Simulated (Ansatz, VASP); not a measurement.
## TiC2 in VASP and in Ansatz

```
Ti C
1.0
    -1.60773    1.60773    2.79842
     1.60773   -1.60773    2.79842
     1.60773    1.60773   -2.79842
Ti C
1 2
Direct
  0.00000 0.00000 0.00000
  0.61804 0.61804 0.00000
  0.38196 0.38196 0.00000
```

Alike in both runs: functional PBE; k mesh 20 × 20 × 20; occupations gaussian, width 0.1 eV; no spin polarisation.

Ansatz relaxed the structure, and its values are those at the end. VASP's run is a single point on that final structure, the one shown.

|  | VASP | Ansatz |
| --- | --- | --- |
| version | VASP 6.6.1 | Ansatz 0.2.0 |
| potentials or method | VASP PAW PBE potentials, release 64 (Ti_sv, C), cutoff 520 eV | scalar-relativistic, plane waves, PAW |
| valence electrons in the cell | 20 | 20 |

```csv
,VASP,Ansatz,Ansatz less VASP
gap on the k mesh at the Fermi level (eV),none,none,-
pressure (GPa),0.5,0.0,-0.49
rms of the force components (eV/Å),0.042,0.000,-0.0423
```

A gap of «none» marks a metal or a gap that the smearing closes.
